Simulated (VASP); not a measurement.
AlNi: single point with LDA

The system is AlNi, a slab with vacuum.

```
Al Ni
1.0
     2.83262    0.00000    0.00000
     0.00000    4.00592    0.00000
     0.00000    0.00000   27.01777
Al Ni
7 7
Direct
  0.00000 0.50000 0.27457
  0.00000 0.00000 0.35154
  0.00000 0.50000 0.42603
  0.00000 0.00000 0.50000
  0.00000 0.50000 0.57397
  0.00000 0.00000 0.64846
  0.00000 0.50000 0.72543
  0.50000 0.00000 0.28177
  0.50000 0.50000 0.35243
  0.50000 0.00000 0.42530
  0.50000 0.50000 0.50000
  0.50000 0.00000 0.57470
  0.50000 0.50000 0.64757
  0.50000 0.00000 0.71823
```

| Quantity | Value |
| --- | --- |
| Program | VASP 6.6.1 |
| Task | single point |
| Functional | LDA |
| Potentials or basis | VASP PAW LDA potentials, release 64 (Al, Ni) |
| Cutoff | 520 eV |
| k mesh | 12 × 9 × 1 |
| Occupations | gaussian, width 0.1 eV |
| Spin | no spin polarisation |
| Dipole correction | yes |
| Further INCAR settings | ALGO = Normal; EDIFF = 1e-06; NBANDS = 58 |

```yaml
Largest_force: 0.032 eV/Å
Band_gap_on_the_k_mesh: zero (an odd number of electrons rules out a gap without spin polarisation)
```

Forces on the atoms (eV/Å):
```
Al   0.000  0.000 -0.001
Al   0.000  0.000  0.009
Al   0.000  0.000  0.003
Al   0.000  0.000  0.000
Al   0.000  0.000 -0.003
Al   0.000  0.000 -0.009
Al   0.000  0.000  0.001
Ni   0.000  0.000 -0.032
Ni   0.000  0.000 -0.006
Ni   0.000  0.000  0.006
Ni   0.000  0.000  0.000
Ni   0.000  0.000 -0.006
Ni   0.000  0.000  0.006
Ni   0.000  0.000  0.032
```

Levels at points of the mesh, in eV from the Fermi level:
| k point | band 43 | band 44 | band 45 | band 46 | band 47 | band 48 |
| --- | --- | --- | --- | --- | --- | --- |
| (0.00, 0.00, 0.00) | -1.35 | -1.29 | -0.67 | 0.13 | 1.14 | 1.94 |
| (0.50, 0.00, 0.00) | -0.52 | -0.35 | -0.12 | 0.51 | 0.52 | 1.52 |

Wall time 34 min on 1 thread of Intel Xeon 8259CL, on a shared host, peak memory 0.6 GiB.

Spin polarisation is off, so any magnetic state and its effect on volume and gap are missing.
